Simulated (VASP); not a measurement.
# ZrSi2 (Cmcm) in VASP: further runs

Runs on ZrSi2. Level: PBE. Tasks: single point.

All numbers are computed with VASP 6.6.1; they aren't measurements. Logs are shortened: lines on timing, memory, paths and dates and some standing lists are left out, and cuts for length are marked.

## 1. The cell of the first run

Symmetry: Cmcm, No. 63, orthorhombic system. The conventional cell has a = 3.594 Å, b = 14.344 Å, c = 3.624 Å, α = 90.00°, β = 90.00°, γ = 90.00°. Zr (site symmetry m2m) has 10 Si at 2.66 to 2.90 Å and 6 Zr at 3.52 to 3.62 Å within 3.7 Å. Within 3.1 Å of Si (site symmetry m2m) lie 2 Si at 2.37 Å and 6 Zr at 2.66 to 2.90 Å. Within 3.4 Å of Si (site symmetry m2m) lie 8 Si at 2.55 to 3.35 Å and 4 Zr at 2.74 to 2.76 Å.

## 2. Single point, PBE (strain -0.030 along x and y, -0.015 along z)

Contents of INCAR:

```
SYSTEM = ZrSi2
ALGO = Normal
EDIFF = 1E-7
ENCUT = 520
GGA = PE
ISIF = 2
ISMEAR = 0
LASPH = .TRUE.
LCHARG = .TRUE.
LELF = .TRUE.
LREAL = .FALSE.
LVHAR = .TRUE.
LWAVE = .FALSE.
NBANDS = 29
NELM = 60
PREC = Accurate
SIGMA = 0.15
```

Contents of KPOINTS:

```
k-points
0
G
  14 14 14
  0 0 0
```

Contents of POSCAR:

```
ZrSi2
1.0
    1.7970126240     -7.1721927433      0.0000000000
    1.7970126240      7.1721927433      0.0000000000
    0.0000000000      0.0000000000      3.6238859232
Zr Si
2 4
Direct
    0.8946665379      0.1053334621      0.7500000000
    0.1053334621      0.8946665379      0.2500000000
    0.5530999448      0.4469000552      0.7500000000
    0.4469000552      0.5530999448      0.2500000000
    0.2503123054      0.7496876946      0.7500000000
    0.7496876946      0.2503123054      0.2500000000
```

Potentials or basis: VASP PAW PBE potentials, release 64 (Zr_sv, Si).

Started as:

```sh
$ cat potpaw_PBE.64/Zr_sv/POTCAR potpaw_PBE.64/Si/POTCAR > POTCAR
$ mpirun -np 1 vasp_std > vasp.out
```

OUTCAR:

```text
SYSTEM = ZrSi2
   EDIFF = 1E-7
   ENCUT = 520
   GGA = PE
   ISIF = 2
   ISMEAR = 0
   LASPH = .TRUE.
   LREAL = .FALSE.
   NELM = 60
   PREC = Accurate

 ion  position               nearest neighbor table
   1  0.895  0.105  0.750-   4 2.66   4 2.66   4 2.66   4 2.66   5 2.74   5 2.74   6 2.76   6 2.76
                             3 2.90   3 2.90   2 3.52   2 3.52
   2  0.105  0.895  0.250-   3 2.66   3 2.66   3 2.66   3 2.66   6 2.74   6 2.74   5 2.76   5 2.76
                             4 2.90   4 2.90   1 3.52   1 3.52
   3  0.553  0.447  0.750-   4 2.37   4 2.37   2 2.66   2 2.66   2 2.66   2 2.66   1 2.90   1 2.90

   4  0.447  0.553  0.250-   3 2.37   3 2.37   1 2.66   1 2.66   1 2.66   1 2.66   2 2.90   2 2.90

   5  0.250  0.750  0.750-   6 2.55   6 2.55   6 2.55   6 2.55   1 2.74   1 2.74   2 2.76   2 2.76

   6  0.750  0.250  0.250-   5 2.55   5 2.55   5 2.55   5 2.55   2 2.74   2 2.74   1 2.76   1 2.76

  LATTYP: Found a base centered orthorhombic cell.
 ALAT       =     3.5940252480
 B/A-ratio  =     3.9911754918
 C/A-ratio  =     1.0083084211

  Lattice vectors:

 A1 = (   1.7970126240,  -7.1721927433,   0.0000000000)
 A2 = (   1.7970126240,   7.1721927433,   0.0000000000)
 A3 = (   0.0000000000,   0.0000000000,   3.6238859232)

Analysis of symmetry for initial positions (statically):
=====================================================================
 Subroutine PRICEL returns:
 Original cell was already a primitive cell.

 Routine SETGRP: Setting up the symmetry group for a
 base centered orthorhombic supercell.

 Subroutine GETGRP returns: Found  8 space group operations
 (whereof  4 operations were pure point group operations)
 out of a pool of  8 trial point group operations.

The static configuration has the point symmetry C_2h.
 The point group associated with its full space group is D_2h.

Analysis of symmetry for dynamics (positions and initial velocities):
=====================================================================
 Subroutine PRICEL returns:
 Original cell was already a primitive cell.

 Routine SETGRP: Setting up the symmetry group for a
 base centered orthorhombic supercell.

 Subroutine GETGRP returns: Found  8 space group operations
 (whereof  4 operations were pure point group operations)
 out of a pool of  8 trial point group operations.

The dynamic configuration has the point symmetry C_2h.
 The point group associated with its full space group is D_2h.

 Subroutine INISYM returns: Found  8 space group operations
 (whereof  4 operations are pure point group operations),
 and found     1 'primitive' translations

----------------------------------------------------------------------------------------

                                     Primitive cell

  volume of cell :      93.4131

  direct lattice vectors                    reciprocal lattice vectors
     1.797012624 -7.172192743  0.000000000     0.278239559 -0.069713687  0.000000000
     1.797012624  7.172192743  0.000000000     0.278239559  0.069713687  0.000000000
     0.000000000  0.000000000  3.623885923     0.000000000  0.000000000  0.275946876

  length of vectors
     7.393889580  7.393889580  3.623885923     0.286840113  0.286840113  0.275946876

  position of ions in fractional coordinates (direct lattice)
     0.894666538  0.105333462  0.750000000
     0.105333462  0.894666538  0.250000000
     0.553099945  0.446900055  0.750000000
     0.446900055  0.553099945  0.250000000
     0.250312305  0.749687695  0.750000000
     0.749687695  0.250312305  0.250000000

  ion indices of the primitive-cell ions
   primitive index   ion index
                 1           1
                 2           2
                 3           3
                 4           4
                 5           5
                 6           6

----------------------------------------------------------------------------------------

 KPOINTS: k-points

Automatic generation of k-mesh.
 Grid dimensions read from file:
 generate k-points for:   14   14   14

 Generating k-lattice:

  Cartesian coordinates                     Fractional coordinates (reciprocal lattice)
     0.019874254 -0.004979549  0.000000000     0.071428571 -0.000000000  0.000000000
     0.019874254  0.004979549  0.000000000    -0.000000000  0.071428571  0.000000000
     0.000000000  0.000000000  0.019710491     0.000000000  0.000000000  0.071428571

  Length of vectors
     0.020488579  0.020488579  0.019710491

  Shift w.r.t. Gamma in fractional coordinates (k-lattice)
     0.000000000  0.000000000  0.000000000

 Subroutine IBZKPT returns following result:
 ===========================================

 Found    456 irreducible k-points:

 Following reciprocal coordinates:
            Coordinates               Weight
  0.000000  0.000000  0.000000      1.000000
  0.071429 -0.000000  0.000000      4.000000
  0.142857  0.000000  0.000000      4.000000
  0.214286  0.000000  0.000000      4.000000
  0.285714 -0.000000  0.000000      4.000000
  0.357143  0.000000  0.000000      4.000000
[... 16 lines left out ...]
  0.214286  0.142857  0.000000      4.000000
  0.285714  0.142857  0.000000      4.000000
 [... further k-points ...]
   k-points           NKPTS =    456   k-points in BZ     NKDIM =    456   number of bands    NBANDS=     29
   number of dos      NEDOS =    301   number of ions     NIONS =      6
   total plane-waves  NPLWV =  87808
   dimension x,y,z NGX =    56 NGY =   56 NGZ =   28
   dimension x,y,z NGXF=   112 NGYF=  112 NGZF=   56
   ions per type =               2   4
   NGX,Y,Z   is equivalent  to a cutoff of  12.59, 12.59, 12.85 a.u.
   NGXF,Y,Z  is equivalent  to a cutoff of  25.18, 25.18, 25.69 a.u.
 SYSTEM =  ZrSi2
   PREC   = accura    normal or accurate (medium, high low for compatibility)
   ISTART =      0    job   : 0-new  1-cont  2-samecut
   ICHARG =      2    charge: 1-file 2-atom 10-const
   ISPIN  =      1    spin polarized calculation?
   LNONCOLLINEAR =      F non collinear calculations
   LSORBIT =      F    spin-orbit coupling
   LASPH  =      T    aspherical Exc in radial PAW
   ENCUT  =  520.0 eV  38.22 Ry    6.18 a.u.  13.75 13.75  6.74*2*pi/ulx,y,z
   NELM   =     60;   NELMIN=  2; NELMDL= -5     # of ELM steps
   EDIFF  = 0.1E-06   stopping-criterion for ELM
   LREAL  =      F    real-space projection
   EDIFFG = 0.1E-05   stopping-criterion for IOM
   NSW    =      0    number of steps for IOM
   IBRION =     -1    ionic relax: 0-MD 1-quasi-New 2-CG
   NFREE  =      0    steps in history (QN), initial steepest desc. (CG)
   ISIF   =      2    stress and relaxation
   ISYM   =      2    0-nonsym 1-usesym 2-fastsym
   POTIM  = 0.5000    time-step for ionic-motion
   TEBEG  =    0.0;   TEEND  =   0.0 temperature during run
   PSTRESS=    0.0 pullay stress
   NELECT =      40.0000    total number of electrons
   NUPDOWN=      -1.0000    fix difference up-down
   EMIN   =  10.00;   EMAX   =-10.00  energy-range for DOS
   EFERMI =   0.00;   METHOD = LEGACY
   ISMEAR =     0;   SIGMA  =   0.15  broadening in eV -4-tet -1-fermi 0-gaus
   EFERMI_NEDOS =   21; number of points for ismear=-14 and -15
   IALGO  =     38    algorithm
   IMIX   =      4    mixing-type and parameters
     AMIX     =   0.40;   BMIX     =  1.00
     AMIX_MAG =   1.60;   BMIX_MAG =  1.00
  volume/ion in A,a.u.               =      15.57       105.06
  Fermi-wavevector in a.u.,A,eV,Ry     =   1.233935  2.331799 20.716172  1.522596
  Thomas-Fermi vector in A             =   2.368645
   LORBIT       =      0    0 simple, 1 ext, 2 COOP (PROOUT), +10 PAW based schemes
   GGA     = PE    functional components
   LHFCALC =     F    Hartree Fock is set to
   AEXX    =    0.0000 exact exchange contribution
   IVDW    =     0    specifies the selected vdW correction
   LEPSILON=     F    determine dielectric tensor
   LRPA    =     F    only Hartree local field effects (RPA)
 non-spin polarized calculation
 Gauss-broadening in eV      SIGMA  =   0.15
  energy-cutoff  :      520.00
  volume of cell :       93.41
 maximum number of plane-waves:      2538
   NGX = 27   NGY = 27   NGZ = 13

 number of electron      39.9999999 magnetization

 Free energy of the ion-electron system (eV)
  ---------------------------------------------------
  ext. energy  EPLUGINS =         0.00000000
  ---------------------------------------------------
  free energy    TOTEN  =       -42.47019887 eV

  energy without entropy =      -42.45813598  energy(sigma->0) =      -42.46416742

 E-fermi :  10.9187     XC(G=0): -11.5891

 val. band max:       10.9181197233   @ k =  -0.4286   0.3571   0.3571
 cond. band min:      10.9230257394   @ k =  -0.4286   0.2143   0.0000
 fundamental gap:      0.0049060161
 Fermi energy:        10.9186557080

 k-point     1 :       0.0000    0.0000    0.0000
  band No.  band energies     occupation
      1     -37.5861      2.00000
      2     -37.5682      2.00000
      3     -15.9183      2.00000
      4     -15.7085      2.00000
      5     -15.6954      2.00000
      6     -15.6803      2.00000
[... 21 lines left out ...]
     28      13.8923      0.00000
     29      15.2389      0.00000

 k-point     2 :       0.0714   -0.0000    0.0000
  band No.  band energies     occupation
      1     -37.5854      2.00000
      2     -37.5676      2.00000
      3     -15.9155      2.00000
      4     -15.7220      2.00000
      5     -15.6947      2.00000
      6     -15.6905      2.00000
[... 21 lines left out ...]
     28      14.4520      0.00000
     29      14.7605      0.00000

 k-point     3 :       0.1429    0.0000    0.0000
  band No.  band energies     occupation
      1     -37.5834      2.00000
      2     -37.5657      2.00000
      3     -15.9077      2.00000
      4     -15.7597      2.00000
      5     -15.7242      2.00000
      6     -15.6922      2.00000
[... 21 lines left out ...]
     28      14.3480      0.00000
     29      15.1644      0.00000

 k-point     4 :       0.2143    0.0000    0.0000
  band No.  band energies     occupation
      1     -37.5804      2.00000
      2     -37.5630      2.00000
      3     -15.8966      2.00000
      4     -15.8134      2.00000
      5     -15.7721      2.00000
      6     -15.6890      2.00000
[... 21 lines left out ...]
     28      14.7522      0.00000
     29      15.0497      0.00000

 k-point     5 :       0.2857   -0.0000    0.0000
  band No.  band energies     occupation
      1     -37.5771      2.00000
      2     -37.5599      2.00000
      3     -15.8876      2.00000
      4     -15.8687      2.00000
      5     -15.8246      2.00000
      6     -15.6854      2.00000
[... 21 lines left out ...]
     28      14.6154      0.00000
     29      15.7013      0.00000
[... 510 lines left out ...]
     28      13.8578      0.00000
     29      15.3089      0.00000

 k-point    22 :       0.1429    0.1429    0.0000
  band No.  band energies     occupation
      1     -37.5772      2.00000
      2     -37.5599      2.00000
      3     -15.8882      2.00000
      4     -15.8704      2.00000
      5     -15.8251      2.00000
      6     -15.6825      2.00000
[... 21 lines left out ...]
     28      14.9382      0.00000
     29      15.2471      0.00000

 k-point    23 :       0.2143    0.1429    0.0000
  band No.  band energies     occupation
      1     -37.5742      2.00000
      2     -37.5572      2.00000
      3     -15.9262      2.00000
      4     -15.8740      2.00000
      5     -15.8714      2.00000
      6     -15.6793      2.00000
[... 21 lines left out ...]
     28      14.6206      0.00000
     29      15.0292      0.00000

 k-point    24 :       0.2857    0.1429    0.0000
  band No.  band energies     occupation
      1     -37.5721      2.00000
      2     -37.5553      2.00000
      3     -15.9620      2.00000
      4     -15.9044      2.00000
      5     -15.8641      2.00000
      6     -15.6782      2.00000
[... 21 lines left out ...]
     28      14.5240      0.00000
     29      15.1937      0.00000

 [... further k-points ...]

------------------------ aborting loop because EDIFF is reached ----------------------------------------

  FORCE on cell =-STRESS in cart. coord.  units (eV):
  Direction    XX          YY          ZZ          XY          YZ          ZX
  --------------------------------------------------------------------------------------
  -------------------------------------------------------------------------------------
  Total        7.2202238      6.6868094      6.0954705      0.0000000      0.0000000      0.0000000
  in kB      123.8379194    114.6890438    104.5466746      0.0000000      0.0000000      0.0000000
  external PRESSURE =     114.3578793 kB  Pullay stress =       0.0000000 kB

 VOLUME and BASIS-vectors are now :
 -----------------------------------------------------------------------------
  energy-cutoff  :      520.00
  volume of cell :       93.41
      direct lattice vectors                 reciprocal lattice vectors
     1.797012624 -7.172192743  0.000000000     0.278239559 -0.069713687  0.000000000
     1.797012624  7.172192743  0.000000000     0.278239559  0.069713687  0.000000000
     0.000000000  0.000000000  3.623885923     0.000000000  0.000000000  0.275946876

 POSITION                                       TOTAL-FORCE (eV/Angst)
 -----------------------------------------------------------------------------------
      1.79701     -5.66125      2.71791         0.000000     -0.235327     -0.000000
      1.79701      5.66125      0.90597         0.000000      0.235327      0.000000
      1.79701     -0.76169      2.71791         0.000000     -0.205116      0.000000
      1.79701      0.76169      0.90597         0.000000      0.205116      0.000000
      1.79701      3.58162      2.71791         0.000000      0.078284      0.000000
      1.79701     -3.58162      0.90597         0.000000     -0.078284     -0.000000
 -----------------------------------------------------------------------------------
    total drift:                                0.000000      0.000000      0.000000

  FREE ENERGIE OF THE ION-ELECTRON SYSTEM (eV)
  ---------------------------------------------------
  free  energy   TOTEN  =       -42.4701988732 eV

  energy  without entropy=      -42.4581359755  energy(sigma->0) =      -42.46416742
```

It took 14 min on 1 thread of AMD EPYC 9R45 (Zen 5), shared host; peak memory 0.99 GiB.

What came out:

```
Free energy            : -42.4702 eV
Pressure               : 11.4 GPa
Largest force          : 0.235 eV/Å
Band gap on the k mesh : zero (bands 20 and 21 overlap by 1.28 eV)
```

Forces in eV/Å, atoms in the order of the input:
```
Zr   0.000 -0.235  0.000
Zr   0.000  0.235  0.000
Si   0.000 -0.205  0.000
Si   0.000  0.205  0.000
Si   0.000  0.078  0.000
Si   0.000 -0.078  0.000
```

Caveat: the cell differs from its parent crystal (strain -0.030 along x and y, -0.015 along z); the cell stands under pressure.

## 3. Single point, PBE (strain +0.030 along x and y, -0.030 along z)

Contents of INCAR:

```
PREC = Accurate ; ENCUT = 520
EDIFF = 1E-6 ; ISMEAR = 0
SIGMA = 0.15 ; LREAL = False
LASPH = True ; NELM = 100
ALGO = Fast ; ISIF = 2
LWAVE = False ; LCHARG = True
GGA = PE ; LELF = True
LVHAR = True ; NBANDS = 29
```

Contents of KPOINTS:

```
Automatic mesh
0
Gamma
  14 14 14
```

Changes to POSCAR since step 2:

```diff
@@ -2,5 +2,5 @@
 1.0
-    1.7970126240     -7.1721927433      0.0000000000
-    1.7970126240      7.1721927433      0.0000000000
-    0.0000000000      0.0000000000      3.6238859232
+    1.9081680440     -7.6158335315      0.0000000000
+    1.9081680440      7.6158335315      0.0000000000
+    0.0000000000      0.0000000000      3.5686998431
 Zr Si
```

Potentials or basis: VASP PAW PBE potentials, release 64 (Zr_sv, Si).

Started as:

```sh
$ cat potpaw_PBE.64/Zr_sv/POTCAR potpaw_PBE.64/Si/POTCAR > POTCAR
$ mpirun -np 1 vasp_std > vasp.out
```

It took 1.6 h on 1 thread of Oxide Virtual Turin-like, shared host; peak memory 1.1 GiB.

It converged, with:

```
Free energy            : -42.5757 eV
Pressure               : -2.5 GPa
Largest force          : 0.203 eV/Å
Band gap on the k mesh : zero (bands 20 and 21 overlap by 0.83 eV)
```

Forces in eV/Å, atoms in the order of the input:
```
Zr   0.000  0.203  0.000
Zr   0.000 -0.203  0.000
Si   0.000  0.050  0.000
Si   0.000 -0.050  0.000
Si   0.000 -0.120  0.000
Si   0.000  0.120  0.000
```

Stress tensor (GPa, compression positive):
```
-5.74  0.00  0.00
 0.00 -5.58  0.00
 0.00  0.00  3.84
```

Levels at points of the mesh, in eV from the Fermi level:
| k point | band 17 | band 18 | band 19 | band 20 | band 21 | band 22 | band 23 | band 24 |
| --- | --- | --- | --- | --- | --- | --- | --- | --- |
| (0.00, 0.00, 0.00) | -2.43 | -2.29 | -1.70 | -0.22 | 1.22 | 1.53 | 1.61 | 1.63 |
| (0.50, 0.00, 0.00) | -1.94 | -1.00 | -0.82 | -0.10 | 0.00 | 0.86 | 1.37 | 2.12 |
| (0.50, 0.50, 0.00) | -2.18 | -2.00 | -1.53 | 0.11 | 0.98 | 1.15 | 1.71 | 1.76 |
| (0.00, 0.00, 0.50) | -1.96 | -1.96 | -0.27 | -0.27 | -0.05 | -0.05 | 1.34 | 1.34 |
| (0.50, 0.00, 0.50) | -3.24 | -3.24 | -2.02 | -2.02 | 1.87 | 1.87 | 2.69 | 2.69 |
| (0.50, 0.50, 0.50) | -2.37 | -2.37 | -0.95 | -0.95 | -0.16 | -0.16 | 2.05 | 2.05 |

Caveat: the cell differs from its parent crystal (strain +0.030 along x and y, -0.030 along z); the stress differs along the axes, from -6 to 4 GPa.

[end of part 1 of 2]
